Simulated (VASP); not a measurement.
# Tb4WO (P-6m2) in VASP: a series of runs

The runs below take Tb4WO through single point, with PBE.

All numbers are computed with VASP 6.6.1; they aren't measurements. Logs are shortened: lines on timing, memory, paths and dates and some standing lists are left out, and cuts for length are marked.

## Step 1: The cell of the first run

It takes space group P-6m2 (No. 187, hexagonal). The conventional cell has a = 4.410 Å, b = 4.410 Å, c = 9.171 Å, α = 90.00°, β = 90.00°, γ = 120.00°. Within 4.0 Å of Tb (site symmetry 3m) lie 5 Tb at 2.99 to 3.93 Å and 3 O at 3.01 Å and 3 W at 3.01 Å. Tb (site symmetry -6m2) has 3 Tb at 2.55 Å within 3.4 Å. Tb (site symmetry -6m2) has 5 Tb at 2.55 to 2.99 Å within 3.4 Å. Within 3.4 Å of W (site symmetry -6m2) lie 3 O at 2.55 Å and 6 Tb at 3.01 Å. Within 3.4 Å of O (site symmetry -6m2) lie 3 W at 2.55 Å and 6 Tb at 3.01 Å.

The cell was built from a structure type or drawn by symmetry, and may not be a known phase.

## Step 2: Single point, PBE

INCAR

```
PREC = Accurate
ENCUT = 600
EDIFF = 1E-6
ISMEAR = 0
SIGMA = 0.2
LREAL = F
LASPH = T
NELM = 200
ALGO = Normal
ISIF = 2
LWAVE = F
LCHARG = F
GGA = PE
NBANDS = 37
GGA_COMPAT = F
LMAXMIX = 6
```

KPOINTS

```
Automatic mesh
0
Gamma
  4 4 3
```

POSCAR

```
Tb4WO
1.0
    4.4096991727      0.0000000000      0.0000000000
   -2.2048495863      3.8189115066      0.0000000000
    0.0000000000      0.0000000000      9.1706187540
Tb W O
4 1 1
Direct
    0.3333333333      0.6666666667      0.3258008729
    0.3333333333      0.6666666667      0.6741991271
    0.6666666667      0.3333333333      0.0000000000
    0.3333333333      0.6666666667      0.0000000000
    0.6666666667      0.3333333333      0.5000000000
    0.0000000000      0.0000000000      0.5000000000
```

Potentials or basis: VASP PAW PBE potentials, release 64 (Tb_3, W_sv, O), 4f in core.

Run with:

```sh
$ cat potpaw_PBE.64/Tb_3/POTCAR potpaw_PBE.64/W_sv/POTCAR potpaw_PBE.64/O/POTCAR > POTCAR
$ mpirun -np 1 vasp_std > vasp.out
```

OUTCAR:

```text
PREC = Accurate
   ENCUT = 600
   EDIFF = 1E-6
   ISMEAR = 0
   LREAL = F
   LASPH = T
   NELM = 200
   ISIF = 2
   GGA = PE

 ion  position               nearest neighbor table
   1  0.333  0.667  0.326-   4 2.99   5 3.01   5 3.01   5 3.01   2 3.20
   2  0.333  0.667  0.674-   4 2.99   5 3.01   5 3.01   5 3.01   1 3.20
   3  0.667  0.333  0.000-   4 2.55   4 2.55   4 2.55
   4  0.333  0.667  0.000-   3 2.55   3 2.55   3 2.55   1 2.99   2 2.99
   5  0.667  0.333  0.500-   6 2.55   6 2.55   6 2.55   2 3.01   1 3.01   2 3.01   1 3.01   1 3.01
                             2 3.01
   6  0.000  0.000  0.500-   5 2.55   5 2.55   5 2.55

  LATTYP: Found a hexagonal cell.
 ALAT       =     4.4096991727
 C/A-ratio  =     2.0796472491

  Lattice vectors:

 A1 = (   4.4096991727,   0.0000000000,   0.0000000000)
 A2 = (  -2.2048495863,   3.8189115066,   0.0000000000)
 A3 = (   0.0000000000,   0.0000000000,   9.1706187540)

Analysis of symmetry for initial positions (statically):
=====================================================================
 Subroutine PRICEL returns:
 Original cell was already a primitive cell.

 Routine SETGRP: Setting up the symmetry group for a
 hexagonal supercell.

 Subroutine GETGRP returns: Found 12 space group operations
 (whereof 12 operations were pure point group operations)
 out of a pool of 24 trial point group operations.

The static configuration has the point symmetry D_3h.

Analysis of symmetry for dynamics (positions and initial velocities):
=====================================================================
 Subroutine PRICEL returns:
 Original cell was already a primitive cell.

 Routine SETGRP: Setting up the symmetry group for a
 hexagonal supercell.

 Subroutine GETGRP returns: Found 12 space group operations
 (whereof 12 operations were pure point group operations)
 out of a pool of 24 trial point group operations.

The dynamic configuration has the point symmetry D_3h.

 Subroutine INISYM returns: Found 12 space group operations
 (whereof 12 operations are pure point group operations),
 and found     1 'primitive' translations

----------------------------------------------------------------------------------------

                                     Primitive cell

  volume of cell :     154.4355

  direct lattice vectors                    reciprocal lattice vectors
     4.409699173  0.000000000  0.000000000     0.226772839  0.130927360  0.000000000
    -2.204849586  3.818911507  0.000000000     0.000000000  0.261854719  0.000000000
     0.000000000  0.000000000  9.170618754     0.000000000  0.000000000  0.109043896

  length of vectors
     4.409699173  4.409699173  9.170618754     0.261854719  0.261854719  0.109043896

  position of ions in fractional coordinates (direct lattice)
     0.333333333  0.666666667  0.325800873
     0.333333333  0.666666667  0.674199127
     0.666666667  0.333333333  0.000000000
     0.333333333  0.666666667  0.000000000
     0.666666667  0.333333333  0.500000000
     0.000000000  0.000000000  0.500000000

  ion indices of the primitive-cell ions
   primitive index   ion index
                 1           1
                 2           2
                 3           3
                 4           4
                 5           5
                 6           6

----------------------------------------------------------------------------------------

 KPOINTS: Automatic mesh

Automatic generation of k-mesh.
 Grid dimensions read from file:
 generate k-points for:    4    4    3

 Generating k-lattice:

  Cartesian coordinates                     Fractional coordinates (reciprocal lattice)
     0.056693210  0.032731840  0.000000000     0.250000000  0.000000000  0.000000000
     0.000000000  0.065463680  0.000000000     0.000000000  0.250000000  0.000000000
     0.000000000  0.000000000  0.036347965     0.000000000  0.000000000  0.333333333

  Length of vectors
     0.065463680  0.065463680  0.036347965

  Shift w.r.t. Gamma in fractional coordinates (k-lattice)
     0.000000000  0.000000000  0.000000000

 Subroutine IBZKPT returns following result:
 ===========================================

 Found      8 irreducible k-points:

 Following reciprocal coordinates:
            Coordinates               Weight
  0.000000  0.000000  0.000000      1.000000
  0.250000  0.000000  0.000000      6.000000
  0.500000  0.000000  0.000000      3.000000
  0.250000  0.250000  0.000000      6.000000
  0.000000  0.000000  0.333333      2.000000
  0.250000  0.000000  0.333333     12.000000
  0.500000  0.000000  0.333333      6.000000
  0.250000  0.250000  0.333333     12.000000
   k-points           NKPTS =      8   k-points in BZ     NKDIM =      8   number of bands    NBANDS=     37
   number of dos      NEDOS =    301   number of ions     NIONS =      6
   total plane-waves  NPLWV = 103680
   dimension x,y,z NGX =    36 NGY =   36 NGZ =   80
   dimension x,y,z NGXF=    72 NGYF=   72 NGZF=  160
   ions per type =               4   1   1
   NGX,Y,Z   is equivalent  to a cutoff of  13.57, 13.57, 14.50 a.u.
   NGXF,Y,Z  is equivalent  to a cutoff of  27.14, 27.14, 29.00 a.u.
 SYSTEM =  unknown system
   PREC   = accura    normal or accurate (medium, high low for compatibility)
   ISTART =      0    job   : 0-new  1-cont  2-samecut
   ICHARG =      2    charge: 1-file 2-atom 10-const
   ISPIN  =      1    spin polarized calculation?
   LNONCOLLINEAR =      F non collinear calculations
   LSORBIT =      F    spin-orbit coupling
   LASPH  =      T    aspherical Exc in radial PAW
   ENCUT  =  600.0 eV  44.10 Ry    6.64 a.u.   8.81  8.81 18.32*2*pi/ulx,y,z
   NELM   =    200;   NELMIN=  2; NELMDL= -5     # of ELM steps
   EDIFF  = 0.1E-05   stopping-criterion for ELM
   LREAL  =      F    real-space projection
   EDIFFG = 0.1E-04   stopping-criterion for IOM
   NSW    =      0    number of steps for IOM
   IBRION =     -1    ionic relax: 0-MD 1-quasi-New 2-CG
   NFREE  =      0    steps in history (QN), initial steepest desc. (CG)
   ISIF   =      2    stress and relaxation
   ISYM   =      2    0-nonsym 1-usesym 2-fastsym
   POTIM  = 0.5000    time-step for ionic-motion
   TEBEG  =    0.0;   TEEND  =   0.0 temperature during run
   PSTRESS=    0.0 pullay stress
   NELECT =      56.0000    total number of electrons
   NUPDOWN=      -1.0000    fix difference up-down
   EMIN   =  10.00;   EMAX   =-10.00  energy-range for DOS
   EFERMI =   0.00;   METHOD = LEGACY
   ISMEAR =     0;   SIGMA  =   0.20  broadening in eV -4-tet -1-fermi 0-gaus
   EFERMI_NEDOS =   21; number of points for ismear=-14 and -15
   IALGO  =     38    algorithm
   IMIX   =      4    mixing-type and parameters
     AMIX     =   0.40;   BMIX     =  1.00
     AMIX_MAG =   1.60;   BMIX_MAG =  1.00
  volume/ion in A,a.u.               =      25.74       173.70
  Fermi-wavevector in a.u.,A,eV,Ry     =   1.167406  2.206077 18.542507  1.362836
  Thomas-Fermi vector in A             =   2.303906
   LORBIT       =      0    0 simple, 1 ext, 2 COOP (PROOUT), +10 PAW based schemes
   GGA     = PE    functional components
   LHFCALC =     F    Hartree Fock is set to
   AEXX    =    0.0000 exact exchange contribution
   IVDW    =     0    specifies the selected vdW correction
   LEPSILON=     F    determine dielectric tensor
   LRPA    =     F    only Hartree local field effects (RPA)
 non-spin polarized calculation
 Gauss-broadening in eV      SIGMA  =   0.20
  energy-cutoff  :      600.00
  volume of cell :      154.44
 maximum number of plane-waves:      5191
 NGX is ok and might be reduce to    36
   NGX = 17   NGY = 17   NGZ = 37

 number of electron      55.9999996 magnetization

 Free energy of the ion-electron system (eV)
  ---------------------------------------------------
  ext. energy  EPLUGINS =         0.00000000
  ---------------------------------------------------
  free energy    TOTEN  =       -29.33075835 eV

  energy without entropy =      -29.12243874  energy(sigma->0) =      -29.22659854

 E-fermi :   3.4523     XC(G=0): -10.0588

 val. band max:        3.4428290734   @ k =   0.5000   0.0000   0.3333
 cond. band min:       3.4529873917   @ k =   0.2500   0.2500   0.0000
 fundamental gap:      0.0101583183
 Fermi energy:         3.4523389408

 k-point     1 :       0.0000    0.0000    0.0000
  band No.  band energies     occupation
      1     -70.1406      2.00000
      2     -34.4191      2.00000
      3     -34.4191      2.00000
      4     -34.2210      2.00000
      5     -20.8678      2.00000
      6     -20.8678      2.00000
[... 29 lines left out ...]
     36       6.3799      0.00000
     37       6.4330      0.00000

 k-point     2 :       0.2500    0.0000    0.0000
  band No.  band energies     occupation
      1     -70.1406      2.00000
      2     -34.4230      2.00000
      3     -34.4204      2.00000
      4     -34.2218      2.00000
      5     -21.0162      2.00000
      6     -20.5641      2.00000
[... 29 lines left out ...]
     36       6.0821      0.00000
     37       6.5763      0.00000

 k-point     3 :       0.5000    0.0000    0.0000
  band No.  band energies     occupation
      1     -70.1405      2.00000
      2     -34.4270      2.00000
      3     -34.4217      2.00000
      4     -34.2225      2.00000
      5     -21.1480      2.00000
      6     -20.1738      2.00000
[... 29 lines left out ...]
     36       5.9644      0.00000
     37       6.6652      0.00000

 k-point     4 :       0.2500    0.2500    0.0000
  band No.  band energies     occupation
      1     -70.1405      2.00000
      2     -34.4263      2.00000
      3     -34.4224      2.00000
      4     -34.2225      2.00000
      5     -21.2400      2.00000
      6     -19.9194      2.00000
[... 29 lines left out ...]
     36       5.6477      0.00000
     37       5.8211      0.00000

 k-point     5 :       0.0000    0.0000    0.3333
  band No.  band energies     occupation
      1     -70.1407      2.00000
      2     -34.4191      2.00000
      3     -34.4191      2.00000
      4     -34.2210      2.00000
      5     -20.8678      2.00000
      6     -20.8678      2.00000
[... 29 lines left out ...]
     36       6.0788      0.00000
     37       6.6506      0.00000

 k-point     6 :       0.2500    0.0000    0.3333
  band No.  band energies     occupation
      1     -70.1406      2.00000
      2     -34.4230      2.00000
      3     -34.4204      2.00000
      4     -34.2218      2.00000
      5     -21.0162      2.00000
      6     -20.5640      2.00000
[... 29 lines left out ...]
     36       6.1577      0.00000
     37       6.5042      0.00000

 k-point     7 :       0.5000    0.0000    0.3333
  band No.  band energies     occupation
      1     -70.1405      2.00000
      2     -34.4270      2.00000
      3     -34.4217      2.00000
      4     -34.2225      2.00000
      5     -21.1480      2.00000
      6     -20.1736      2.00000
[... 29 lines left out ...]
     36       6.1667      0.00000
     37       6.4910      0.00000

 k-point     8 :       0.2500    0.2500    0.3333
  band No.  band energies     occupation
      1     -70.1405      2.00000
      2     -34.4263      2.00000
      3     -34.4224      2.00000
      4     -34.2225      2.00000
      5     -21.2400      2.00000
      6     -19.9191      2.00000
[... 29 lines left out ...]
     36       5.7642      0.00000
     37       5.9591      0.00000

------------------------ aborting loop because EDIFF is reached ----------------------------------------

  FORCE on cell =-STRESS in cart. coord.  units (eV):
  Direction    XX          YY          ZZ          XY          YZ          ZX
  --------------------------------------------------------------------------------------
  -------------------------------------------------------------------------------------
  Total        0.6108001      0.6108001      0.6461657      0.0000000      0.0000000      0.0000000
  in kB        6.3366901      6.3366901      6.7035880      0.0000000      0.0000000      0.0000000
  external PRESSURE =       6.4589894 kB  Pullay stress =       0.0000000 kB

 VOLUME and BASIS-vectors are now :
 -----------------------------------------------------------------------------
  energy-cutoff  :      600.00
  volume of cell :      154.44
      direct lattice vectors                 reciprocal lattice vectors
     4.409699173  0.000000000  0.000000000     0.226772839  0.130927360  0.000000000
    -2.204849586  3.818911507  0.000000000     0.000000000  0.261854719  0.000000000
     0.000000000  0.000000000  9.170618754     0.000000000  0.000000000  0.109043896

 POSITION                                       TOTAL-FORCE (eV/Angst)
 -----------------------------------------------------------------------------------
     -0.00000      2.54594      2.98780         0.000000      0.000000      0.012490
     -0.00000      2.54594      6.18282         0.000000     -0.000000     -0.012490
      2.20485      1.27297      0.00000         0.000000     -0.000000      0.000000
     -0.00000      2.54594      0.00000        -0.000000      0.000000      0.000000
      2.20485      1.27297      4.58531         0.000000     -0.000000      0.000000
      0.00000      0.00000      4.58531         0.000000     -0.000000      0.000000
 -----------------------------------------------------------------------------------
    total drift:                               -0.000000      0.000000      0.000000

  FREE ENERGIE OF THE ION-ELECTRON SYSTEM (eV)
  ---------------------------------------------------
  free  energy   TOTEN  =       -29.3307583468 eV

  energy  without entropy=      -29.1224387375  energy(sigma->0) =      -29.22659854
```

It took 75 s on 1 thread of Intel Xeon Platinum 8488C (Sapphire Rapids), shared host; peak memory 0.33 GiB.

Results:

- Free energy: -29.3308 eV
- Pressure: 0.6 GPa
- Largest force: 0.012 eV/Å
- Band gap on the k mesh: zero (bands 28 and 29 overlap by 0.33 eV)

Forces on the atoms (eV/Å):
```
Tb   0.000  0.000  0.012
Tb   0.000  0.000 -0.012
Tb   0.000  0.000  0.000
Tb   0.000  0.000  0.000
W    0.000  0.000  0.000
O    0.000  0.000  0.000
```

Caveat: the k points lie up to 0.41 Å⁻¹ apart; spin-orbit coupling is left out, which moves the levels of the heavy elements; the 4f electrons are frozen in the core, so they carry no moment and show no levels; the run has no spin polarisation, though such a crystal can be magnetic.

## Step 3: Single point, PBE

This run uses another cell than the first one, of 35.43 Å³/atom.

INCAR

```
SYSTEM = Tb4WO
PREC = Accurate ; ENCUT = 600
EDIFF = 1E-6 ; ISMEAR = 0
SIGMA = 0.2 ; LREAL = .False.
LASPH = .True. ; NELM = 200
ALGO = Normal ; ISIF = 2
LWAVE = .False. ; LCHARG = .False.
GGA = PE ; NBANDS = 37
GGA_COMPAT = .False. ; LMAXMIX = 6
```

KPOINTS

```
regular mesh
0
Gamma
  4 4 3
  0 0 0
```

POSCAR

```
Tb4WO
1.0
    6.8349853514      0.0000000000      0.0000000000
   -3.4174926757      5.9192709488      0.0000000000
    0.0000000000      0.0000000000      5.2546114848
Tb W O
4 1 1
Direct
    0.8281347279      0.1718652721      0.5000000000
    0.8281347279      0.6562694558      0.5000000000
    0.3437305442      0.1718652721      0.5000000000
    0.3333333333      0.6666666667      0.0000000000
    0.3333333333      0.6666666667      0.5000000000
    0.0000000000      0.0000000000      0.5000000000
```

Potentials or basis: VASP PAW PBE potentials, release 64 (Tb_3, W_sv, O), 4f in core.

Run with:

```sh
$ cat potpaw_PBE.64/Tb_3/POTCAR potpaw_PBE.64/W_sv/POTCAR potpaw_PBE.64/O/POTCAR > POTCAR
$ mpirun -np 1 vasp_std > vasp.out
```

Run time: 96 s. Hardware: 1 thread of Intel Xeon Platinum 8488C (Sapphire Rapids), shared host; peak memory 0.37 GiB.

The run converged. Its results:

- Free energy: -36.1633 eV
- Pressure: 0.5 GPa
- Largest force: 0.270 eV/Å
- Band gap on the k mesh: zero (bands 28 and 29 overlap by 0.26 eV)

Forces on the atoms (eV/Å):
```
Tb  -0.234  0.135  0.000
Tb   0.000 -0.270  0.000
Tb   0.234  0.135  0.000
Tb   0.000  0.000  0.000
W    0.000  0.000  0.000
O    0.000  0.000  0.000
```

Stress tensor (GPa, compression positive):
```
0.61 0.00 0.00
0.00 0.61 0.00
0.00 0.00 0.34
```

Levels at points of the mesh, in eV from the Fermi level:
| k point | band 26 | band 27 | band 28 | band 29 | band 30 | band 31 |
| --- | --- | --- | --- | --- | --- | --- |
| (0.00, 0.00, 0.00) | -1.47 | -1.15 | 0.04 | 0.89 | 0.89 | 1.07 |
| (0.50, 0.00, 0.00) | -0.73 | -0.60 | -0.33 | -0.22 | 0.15 | 0.58 |

Caveat: the k points lie up to 0.40 Å⁻¹ apart; spin-orbit coupling is left out, which moves the levels of the heavy elements; the 4f electrons are frozen in the core, so they carry no moment and show no levels; the run has no spin polarisation, though such a crystal can be magnetic.
